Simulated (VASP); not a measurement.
The system is LiSi2N2.

```
Li Si N
1.0
     3.42224    0.00000    0.00000
    -1.71112    2.96375    0.00000
     0.00000    0.00000    5.61446
Li Si N
1 2 2
Cartesian
  0.0000 0.0000 0.0000
  0.0000 1.9758 1.2717
  1.7111 0.9879 4.3428
  0.0000 1.9758 3.4080
  1.7111 0.9879 2.2065
```

| Item | Value |
| --- | --- |
| Program | VASP 6.6.1 |
| Task | relaxation of cell and atoms |
| Functional | PBE |
| Potentials or basis | VASP PAW PBE potentials, release 64 (Li_sv, Si, N) |
| Cutoff | 600 eV |
| k mesh | 6 × 6 × 4 |
| Occupations | gaussian, width 0.1 eV |
| Spin | no spin polarisation |

At the start: pressure -6.8 GPa; volume 11.39 Å³/atom.

Q: Where does the relaxation end?

A: Over 42 steps the energy falls by 1108.5 meV/atom and the volume is 11.58 Å³/atom (+1.6 %); space group P-3m1 (No. 164, to 0.05 Å).

The path:
```tsv
step	energy change (eV)	largest force (eV/Å)	pressure (GPa)	volume (Å³)
1	0.0000	5.7554	-6.82	56.95
3	-3.7080	0.9790	7.14	51.67
5	-4.3517	1.3577	-0.47	58.91
7	-4.7392	0.2901	-1.36	61.20
9	-4.9385	0.7474	0.29	60.82
11	-4.9475	0.4834	-0.99	61.21
13	-4.9662	0.1402	-0.04	60.62
15	-4.9735	0.1637	1.25	59.38
17	-4.9901	0.2135	0.25	59.18
19	-5.1593	0.7531	-2.45	58.39
21	-5.3874	1.3819	-2.67	57.02
23	-5.3923	1.3184	-2.79	57.15
25	-5.3949	1.3498	-2.50	56.99
27	-5.3973	1.3322	-2.51	57.01
29	-5.4159	1.2363	-2.04	56.92
31	-5.4746	0.8502	-0.02	56.57
33	-5.5140	0.1660	3.85	55.95
35	-5.5353	0.0648	1.69	56.97
37	-5.5408	0.0920	-0.09	57.86
39	-5.5414	0.0728	-0.03	57.84
41	-5.5424	0.0564	-0.10	57.91
42	-5.5425	0.0386	0.02	57.88
```

Final structure:
```xyz
5
Lattice="2.9178 0.0000 0.0000 -1.4589 2.5269 0.0000 0.0000 0.0000 7.8509" Properties=species:S:1:pos:R:3 pbc="T T T"
Li    0.0000    0.0000    0.0000
Si    0.0000    1.6846    2.1430
Si    1.4589    0.8423    5.7079
N     0.0000    1.6846    5.1132
N     1.4589    0.8423    2.7377
```

Caveat: the cutoff is under 1.25 times the usual one of these potentials, so pressure, stress and relaxed cells hold a basis-set (Pulay) error.
